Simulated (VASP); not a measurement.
Set up this calculation in VASP 6.6.1, as the native input.

```
Task                   : single point
Functional             : PBE
Dispersion             : D3(BJ)
Potentials or basis    : VASP PAW PBE potentials, release 64 (Cd, F)
Cutoff                 : 520 eV
k mesh                 : 6 × 6 × 4
Occupations            : gaussian, width 0.02 eV
Spin                   : no spin polarisation
Dipole correction      : no
Further INCAR settings : ALGO = Normal; EDIFF = 1e-07; NBANDS = 35
```

The structure of CdF2 lies in POSCAR:

```
CdF2
1.0
    3.6609348849      0.0000000000      0.0000000000
   -1.8304674424      3.1704626119      0.0000000000
    0.0000000000      0.0000000000      7.1332805811
Cd F
2 4
Direct
    0.6666666667      0.3333333333      0.6652754381
    0.3333333333      0.6666666667      0.1652754381
    0.0000000000      0.0000000000      0.7761131380
    0.3333333333      0.6666666667      0.5248404040
    0.6666666667      0.3333333333      0.0248404040
    0.0000000000      0.0000000000      0.2761131380
```

The input as run:

INCAR

```
SYSTEM = CdF2
ALGO = Normal ; EDIFF = 1E-7
ENCUT = 520 ; GGA = PE
ISIF = 2 ; ISMEAR = 0
IVDW = 12 ; LASPH = .True.
LCHARG = .True. ; LELF = .True.
LREAL = .False. ; LVHAR = .True.
LWAVE = .False. ; NBANDS = 35
NELM = 80 ; PREC = Accurate
SIGMA = 0.02
```

KPOINTS

```
k-points
0
Gamma
  6 6 4
  0 0 0
```

Potentials or basis: VASP PAW PBE potentials, release 64 (Cd, F).

Launch:

```sh
$ cat potpaw_PBE.64/Cd/POTCAR potpaw_PBE.64/F/POTCAR > POTCAR
$ mpirun -np 1 vasp_std > vasp.out
```

It gave:

* Pressure: 0.7 GPa
* Largest force: 0.059 eV/Å
* Band gap on the k mesh: 2.81 eV, indirect (least direct gap 2.94 eV)
* Dispersion energy per atom: -0.159 eV

Run time: 55 s on 1 thread of Intel(R) Xeon(R) Platinum 8375C CPU @ 2.90GHz (Ice Lake), with other jobs on the host, peak memory 0.22 GiB.
